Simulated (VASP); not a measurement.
# Ga26BAs27 (a cell with a defect) in VASP: single point with PBE

Aim: the single point of Ga26BAs27 (a cell with a defect) with PBE.

Everything below comes from runs of VASP 6.6.1. Logs are shortened: lines on timing, memory, paths and dates and some standing lists are left out, and cuts for length are marked.

**1. The cell of the first run**

The cell holds a defect, 54 atoms: a = 11.993 Å, b = 11.993 Å, c = 11.993 Å, α = 60.00°, β = 60.00°, γ = 60.00°.

**2. Single point, PBE, collinear spin**

The input, INCAR:

```
SYSTEM = Ga26BAs27
ALGO = Normal
EDIFF = 1E-6
ENCUT = 420
GGA = PE
GGA_COMPAT = .FALSE.
ISIF = 2
ISMEAR = 0
ISPIN = 2
LASPH = .TRUE.
LCHARG = .FALSE.
LORBIT = 11
LREAL = Auto
LWAVE = .FALSE.
MAGMOM = 0.5 0 0 0 0 0 0 0 0 0 0 0 0 0 0 0 0 0 0 0 0 0 0 0 0 0 0 0.5 0 0.5 0 0 0 0.5 0 0 0 0 0 0 0 0 0 0 0 0.5 0 0 0 0 0 0 0 0
NBANDS = 275
NELM = 200
PREC = Accurate
SIGMA = 0.05
```

The input, KPOINTS:

```
k-points
0
G
  1 1 1
  0 0 0
```

The input, POSCAR:

```
Ga26BAs27
1.0
    0.0000000000      8.4805500000      8.4805500000
    8.4805500000      0.0000000000      8.4805500000
    8.4805500000      8.4805500000      0.0000000000
B Ga As
1 26 27
Direct
   -0.0000862939      0.0004090067     -0.0001803537
   -0.0001561523      0.0000291625      0.3281425307
   -0.0001481045      0.0000765017      0.6718739632
   -0.0000958422      0.3282573808     -0.0003317855
    0.0015906102      0.3330316253      0.3326100232
   -0.0000806260      0.3283849019      0.6718229007
   -0.0000343564      0.6723428597     -0.0003587182
   -0.0000335812      0.6723947194      0.3278108171
   -0.0002283139      0.6669190906      0.6666029960
    0.3280999105     -0.0000277190     -0.0002787809
    0.3328340227      0.0016758478      0.3326984999
    0.3279561948      0.0000667483      0.6720685824
    0.3329156948      0.3329061469      0.0013535557
    0.3329045327      0.3329199641      0.3326496831
    0.3337552454      0.3338536110      0.6661167634
    0.3285262319      0.6720242187     -0.0003743018
    0.3338476486      0.6663617045      0.3335866944
    0.3338056593      0.6663896573      0.6660758969
    0.6721457561     -0.0000433153     -0.0003164261
    0.6721233890      0.0000053396      0.3280174110
    0.6666958518     -0.0001808552      0.6667008858
    0.6723374968      0.3282523436     -0.0003846891
    0.6662743797      0.3338659491      0.3336239445
    0.6662703146      0.3338789480      0.6660641804
    0.6668198226      0.6668968815     -0.0004779917
    0.6663397965      0.6664162960      0.3335285836
    0.6667739933      0.6669144714      0.6666083229
    0.0734604770      0.0736005523      0.0736481676
    0.0827402158      0.0829456350      0.4170889596
    0.0733641629      0.0738801011      0.7789951308
    0.0827849742      0.4173993927      0.0824778377
    0.0827914137      0.4174979947      0.4170470306
    0.0835821051      0.4169264728      0.7496424344
    0.0740757316      0.7794192660      0.0731529711
    0.0836789858      0.7500372645      0.4165185610
    0.0836636625      0.7500831394      0.7496288956
    0.4172804743      0.0828084856      0.0825869383
    0.4172657296      0.0828434119      0.4171763165
    0.4167067653      0.0837009688      0.7497194199
    0.4175780746      0.4172107719      0.0825124838
    0.4164180115      0.4164881064      0.4162508413
    0.4164073922      0.4165060141      0.7506804837
    0.4167608796      0.7499608510      0.0834272356
    0.4164663744      0.7509905939      0.4162038682
    0.4167000997      0.7500333168      0.7496758580
    0.7793822547      0.0736610872      0.0733624235
    0.7498211460      0.0836831204      0.4166830009
    0.7498458960      0.0837301847      0.7496929935
    0.7498957304      0.4168841289      0.0834443694
    0.7509019423      0.4165284694      0.4161971112
    0.7499181244      0.4168538451      0.7495990260
    0.7499205952      0.7499696836      0.0833506231
    0.7498876728      0.7499932311      0.4165890802
    0.7500582835      0.7501202306      0.7498224004
```

Potentials or basis: VASP PAW PBE potentials, release 64 (B, Ga_d, As).

Command:

```bash
$ cat potpaw_PBE.64/B/POTCAR potpaw_PBE.64/Ga_d/POTCAR potpaw_PBE.64/As/POTCAR > POTCAR
$ mpirun -np 1 vasp_gam > vasp.out
```

OUTCAR:

```text
SYSTEM = Ga26BAs27
   EDIFF = 1E-6
   ENCUT = 420
   GGA = PE
   ISIF = 2
   ISMEAR = 0
   ISPIN = 2
   LASPH = .TRUE.
   LORBIT = 11
   LREAL = Auto
   NELM = 200
   PREC = Accurate

 ion  position               nearest neighbor table
   1  1.000  0.000  1.000-  46 2.16  28 2.16  30 2.16  34 2.16
   2  1.000  0.000  0.328-  35 2.45  47 2.45  29 2.50  28 2.50
   3  1.000  0.000  0.672-  36 2.45  48 2.45  29 2.50  30 2.50
   4  1.000  0.328  1.000-  49 2.45  33 2.45  31 2.50  28 2.50
   5  0.002  0.333  0.333-  29 2.45  32 2.45  31 2.45  50 2.45
   6  1.000  0.328  0.672-  51 2.45  33 2.45  32 2.50  30 2.50
[... 46 lines left out ...]
  53  0.750  0.750  0.417-  27 2.45  20 2.45   8 2.45  26 2.45
  54  0.750  0.750  0.750-  21 2.45  25 2.45  27 2.45   9 2.45

  LATTYP: Found a face centered cubic cell.
 ALAT       =    16.9611000000

  Lattice vectors:

 A1 = (   0.0000000000,   8.4805500000,   8.4805500000)
 A2 = (   8.4805500000,   0.0000000000,   8.4805500000)
 A3 = (   8.4805500000,   8.4805500000,   0.0000000000)

Analysis of symmetry for initial positions (statically):
=====================================================================
 Subroutine PRICEL returns:
 Original cell was already a primitive cell.

 Routine SETGRP: Setting up the symmetry group for a
 face centered cubic supercell.

 Subroutine GETGRP returns: Found  1 space group operations
 (whereof  1 operations were pure point group operations)
 out of a pool of 48 trial point group operations.

The static configuration has the point symmetry C_1 .

Analysis of symmetry for dynamics (positions and initial velocities):
=====================================================================
 Subroutine PRICEL returns:
 Original cell was already a primitive cell.

 Routine SETGRP: Setting up the symmetry group for a
 face centered cubic supercell.

 Subroutine GETGRP returns: Found  1 space group operations
 (whereof  1 operations were pure point group operations)
 out of a pool of 48 trial point group operations.

The dynamic configuration has the point symmetry C_1 .

Analysis of structural, dynamic, and magnetic symmetry:
=====================================================================
 Subroutine PRICEL returns:
 Original cell was already a primitive cell.

 Routine SETGRP: Setting up the symmetry group for a
 face centered cubic supercell.

 Subroutine GETGRP returns: Found  1 space group operations
 (whereof  1 operations were pure point group operations)
 out of a pool of 48 trial point group operations.

The overall configuration has the point symmetry C_1 .

 Subroutine INISYM returns: Found  1 space group operations
 (whereof  1 operations are pure point group operations),
 and found     1 'primitive' translations

----------------------------------------------------------------------------------------

                                     Primitive cell

  volume of cell :    1219.8377

  direct lattice vectors                    reciprocal lattice vectors
     0.000000000  8.480550000  8.480550000    -0.058958440  0.058958440  0.058958440
     8.480550000  0.000000000  8.480550000     0.058958440 -0.058958440  0.058958440
     8.480550000  8.480550000  0.000000000     0.058958440  0.058958440 -0.058958440

  length of vectors
    11.993308826 11.993308826 11.993308826     0.102119014  0.102119014  0.102119014

  position of ions in fractional coordinates (direct lattice)
     0.999913706  0.000409007  0.999819646
     0.999843848  0.000029162  0.328142531
     0.999851896  0.000076502  0.671873963
     0.999904158  0.328257381  0.999668214
     0.001590610  0.333031625  0.332610023
     0.999919374  0.328384902  0.671822901
[... 46 lines left out ...]
     0.749887673  0.749993231  0.416589080
     0.750058284  0.750120231  0.749822400

  ion indices of the primitive-cell ions
   primitive index   ion index
                 1           1
                 2           2
                 3           3
                 4           4
                 5           5
                 6           6
[... 46 lines left out ...]
                53          53
                54          54

----------------------------------------------------------------------------------------

 KPOINTS: k-points

Automatic generation of k-mesh.
 Grid dimensions read from file:
 generate k-points for:    1    1    1

 Generating k-lattice:

  Cartesian coordinates                     Fractional coordinates (reciprocal lattice)
    -0.058958440  0.058958440  0.058958440     1.000000000  0.000000000  0.000000000
     0.058958440 -0.058958440  0.058958440     0.000000000  1.000000000  0.000000000
     0.058958440  0.058958440 -0.058958440     0.000000000  0.000000000  1.000000000

  Length of vectors
     0.102119014  0.102119014  0.102119014

  Shift w.r.t. Gamma in fractional coordinates (k-lattice)
     0.000000000  0.000000000  0.000000000

 Subroutine IBZKPT returns following result:
 ===========================================

 Found      1 irreducible k-points:

 Following reciprocal coordinates:
            Coordinates               Weight
  0.000000  0.000000  0.000000      1.000000
   k-points           NKPTS =      1   k-points in BZ     NKDIM =      1   number of bands    NBANDS=    275
   number of dos      NEDOS =    301   number of ions     NIONS =     54
   total plane-waves  NPLWV = 512000
   dimension x,y,z NGX =    80 NGY =   80 NGZ =   80
   dimension x,y,z NGXF=   160 NGYF=  160 NGZF=  160
   ions per type =               1  26  27
   NGX,Y,Z   is equivalent  to a cutoff of  11.09, 11.09, 11.09 a.u.
   NGXF,Y,Z  is equivalent  to a cutoff of  22.18, 22.18, 22.18 a.u.
 SYSTEM =  Ga26BAs27
   PREC   = accura    normal or accurate (medium, high low for compatibility)
   ISTART =      0    job   : 0-new  1-cont  2-samecut
   ICHARG =      2    charge: 1-file 2-atom 10-const
   ISPIN  =      2    spin polarized calculation?
   LNONCOLLINEAR =      F non collinear calculations
   LSORBIT =      F    spin-orbit coupling
   LASPH  =      T    aspherical Exc in radial PAW
   ENCUT  =  420.0 eV  30.87 Ry    5.56 a.u.  20.04 20.04 20.04*2*pi/ulx,y,z
   NELM   =    200;   NELMIN=  2; NELMDL= -5     # of ELM steps
   EDIFF  = 0.1E-05   stopping-criterion for ELM
   LREAL  =      T    real-space projection
   EDIFFG = 0.1E-04   stopping-criterion for IOM
   NSW    =      0    number of steps for IOM
   IBRION =     -1    ionic relax: 0-MD 1-quasi-New 2-CG
   NFREE  =      0    steps in history (QN), initial steepest desc. (CG)
   ISIF   =      2    stress and relaxation
   ISYM   =      2    0-nonsym 1-usesym 2-fastsym
   POTIM  = 0.5000    time-step for ionic-motion
   TEBEG  =    0.0;   TEEND  =   0.0 temperature during run
   PSTRESS=    0.0 pullay stress
   NELECT =     476.0000    total number of electrons
   NUPDOWN=      -1.0000    fix difference up-down
   EMIN   =  10.00;   EMAX   =-10.00  energy-range for DOS
   EFERMI =   0.00;   METHOD = LEGACY
   ISMEAR =     0;   SIGMA  =   0.05  broadening in eV -4-tet -1-fermi 0-gaus
   EFERMI_NEDOS =   21; number of points for ismear=-14 and -15
   IALGO  =     38    algorithm
   IMIX   =      4    mixing-type and parameters
     AMIX     =   0.40;   BMIX     =  1.00
     AMIX_MAG =   1.60;   BMIX_MAG =  1.00
  volume/ion in A,a.u.               =      22.59       152.44
  Fermi-wavevector in a.u.,A,eV,Ry     =   1.196308  2.260695 19.472028  1.431154
  Thomas-Fermi vector in A             =   2.332252
   LORBIT       =     11    0 simple, 1 ext, 2 COOP (PROOUT), +10 PAW based schemes
   GGA     = PE    functional components
   LHFCALC =     F    Hartree Fock is set to
   AEXX    =    0.0000 exact exchange contribution
   IVDW    =     0    specifies the selected vdW correction
   LEPSILON=     F    determine dielectric tensor
   LRPA    =     F    only Hartree local field effects (RPA)
 spin polarized calculation
 Gauss-broadening in eV      SIGMA  =   0.05
  energy-cutoff  :      420.00
  volume of cell :     1219.84
 maximum number of plane-waves:     11915
   NGX = 41   NGY = 41   NGZ = 41

 number of electron     476.0000060 magnetization      -0.0064673

 number of electron     476.0000060 magnetization       0.0000060

 Free energy of the ion-electron system (eV)
  ---------------------------------------------------
  ext. energy  EPLUGINS =         0.00000000
  ---------------------------------------------------
  free energy    TOTEN  =      -209.61192907 eV

  energy without entropy =     -209.61192896  energy(sigma->0) =     -209.61192901

 E-fermi :   4.1746     XC(G=0):  -9.4795

 val. band max:        3.9862029114   @ k =   0.0000   0.0000   0.0000
 cond. band min:       4.3562055828   @ k =   0.0000   0.0000   0.0000
 fundamental gap:      0.3700026713
 Fermi energy:         4.1746161115

 spin component 1

 k-point     1 :       0.0000    0.0000    0.0000
  band No.  band energies     occupation
      1     -11.0574      1.00000
      2     -11.0572      1.00000
      3     -11.0568      1.00000
      4     -11.0564      1.00000
      5     -11.0562      1.00000
      6     -11.0502      1.00000
[... 242 lines left out ...]
    249       5.4478      0.00000
    250       5.5150      0.00000
 Fermi energy:         4.1746161115

 spin component 2

 k-point     1 :       0.0000    0.0000    0.0000
  band No.  band energies     occupation
      1     -11.0574      1.00000
      2     -11.0572      1.00000
      3     -11.0568      1.00000
      4     -11.0564      1.00000
      5     -11.0562      1.00000
      6     -11.0502      1.00000
[... 242 lines left out ...]
    249       5.4478      0.00000
    250       5.5150      0.00000
 [bands above 250 left out]

------------------------ aborting loop because EDIFF is reached ----------------------------------------

  FORCE on cell =-STRESS in cart. coord.  units (eV):
  Direction    XX          YY          ZZ          XY          YZ          ZX
  --------------------------------------------------------------------------------------
  -------------------------------------------------------------------------------------
  Total       24.5128794     24.5156085     24.5188213      0.0023965      0.0114163     -0.0078269
  in kB       32.1960696     32.1996542     32.2038739      0.0031477      0.0149946     -0.0102801
  external PRESSURE =      32.1998659 kB  Pullay stress =       0.0000000 kB

 VOLUME and BASIS-vectors are now :
 -----------------------------------------------------------------------------
  energy-cutoff  :      420.00
  volume of cell :     1219.84
      direct lattice vectors                 reciprocal lattice vectors
     0.000000000  8.480550000  8.480550000    -0.058958440  0.058958440  0.058958440
     8.480550000  0.000000000  8.480550000     0.058958440 -0.058958440  0.058958440
     8.480550000  8.480550000  0.000000000     0.058958440  0.058958440 -0.058958440

 POSITION                                       TOTAL-FORCE (eV/Angst)
 -----------------------------------------------------------------------------------
      8.48249     16.95884      8.48329        -0.025657      0.010276     -0.008652
      2.78308     11.26205      8.47947        -0.015363     -0.016026     -0.026127
      5.69851     14.17715      8.47994         0.012777      0.011238     -0.024704
     11.26154     16.95747     11.26354        -0.014916     -0.017165     -0.016222
      5.64501      2.83421      2.83778         0.004946     -0.009041     -0.003059
      8.48231     14.17729     11.26475         0.022388      0.013271     -0.014600
[... 46 lines left out ...]
      9.89326      9.89236     12.71981        -0.004749     -0.000763      0.004824
     12.72034     12.71981     12.72234         0.001852      0.001924     -0.003552
 -----------------------------------------------------------------------------------
    total drift:                                0.000553      0.016238     -0.011621

  FREE ENERGIE OF THE ION-ELECTRON SYSTEM (eV)
  ---------------------------------------------------
  free  energy   TOTEN  =      -209.6119290652 eV

  energy  without entropy=     -209.6119289578  energy(sigma->0) =     -209.61192901

 total charge

# of ion       s       p       d       tot
------------------------------------------
    1        0.612   1.026   0.000   1.638
    2        0.837   0.805   9.995  11.637
    3        0.837   0.805   9.995  11.637
    4        0.837   0.804   9.994  11.636
    5        0.837   0.833  10.000  11.670
    6        0.837   0.805   9.995  11.637
[... 46 lines left out ...]
   53        1.174   1.669   0.028   2.870
   54        1.172   1.671   0.029   2.872
--------------------------------------------------
tot         54.038  67.131 260.696 381.866

 magnetization (x)

# of ion       s       p       d       tot
------------------------------------------
    1        0.000   0.000   0.000   0.000
    2        0.000   0.000   0.000   0.000
    3        0.000   0.000   0.000   0.000
    4        0.000   0.000   0.000   0.000
    5       -0.000   0.000   0.000   0.000
    6        0.000   0.000  -0.000   0.000
[... 46 lines left out ...]
   53       -0.000  -0.000  -0.000  -0.000
   54       -0.000  -0.000  -0.000  -0.000
--------------------------------------------------
tot          0.000  -0.000  -0.000  -0.000
```

It took 51 min on 1 thread of Intel Xeon 8259CL, shared host; peak memory 1.4 GiB.

What came out:

```
Free energy                                           : -209.6119 eV
Pressure                                              : 3.2 GPa
Largest force                                         : 0.071 eV/Å
Net moment                                            : 0.00 μB per cell
Valence electrons inside the program's atomic spheres : B 1.64; Ga 11.64, 11.67, 11.63 (each value once); As 2.83, 2.85, 2.87 (each value once)
```

Forces in eV/Å, atoms in the order of the input:
```
B   -0.026  0.010 -0.009
Ga  -0.015 -0.016 -0.026
Ga   0.013  0.011 -0.025
Ga  -0.015 -0.017 -0.016
Ga   0.005 -0.009 -0.003
Ga   0.022  0.013 -0.015
Ga   0.014 -0.014  0.016
Ga   0.019 -0.014  0.016
Ga   0.003 -0.005  0.004
Ga  -0.017 -0.014 -0.015
Ga  -0.009  0.005 -0.004
Ga   0.011  0.019 -0.011
Ga  -0.004 -0.007  0.005
Ga   0.006  0.003  0.007
Ga   0.002 -0.001  0.006
Ga   0.016 -0.015  0.020
Ga   0.001  0.003 -0.001
Ga  -0.006 -0.001  0.000
Ga  -0.018  0.015  0.016
Ga  -0.016  0.021  0.017
Ga  -0.003  0.004  0.002
Ga  -0.016  0.016  0.020
Ga   0.003  0.001  0.000
Ga   0.001 -0.006  0.001
Ga  -0.001 -0.005  0.001
Ga   0.001  0.001 -0.005
Ga   0.002  0.001  0.000
As   0.036  0.027  0.054
As   0.001  0.001  0.019
As  -0.026 -0.019  0.042
As   0.003  0.020  0.007
As  -0.019 -0.005  0.006
As  -0.002  0.005 -0.005
As  -0.022  0.019 -0.050
As   0.003  0.003 -0.010
As  -0.003 -0.002 -0.011
As   0.017 -0.001  0.001
As   0.002 -0.016  0.000
As   0.002 -0.001 -0.007
As   0.003 -0.003 -0.021
As   0.006  0.005  0.006
As  -0.006 -0.007  0.007
As  -0.004  0.004  0.005
As  -0.004  0.004 -0.005
As  -0.005  0.006  0.005
As   0.045 -0.037 -0.041
As  -0.002 -0.002  0.000
As  -0.004 -0.001 -0.005
As  -0.003  0.000 -0.003
As   0.007 -0.006 -0.005
As   0.006  0.000  0.001
As   0.002  0.005  0.005
As  -0.005 -0.001  0.005
As   0.002  0.002 -0.004
```

Caveat: the k points lie up to 0.64 Å⁻¹ apart.
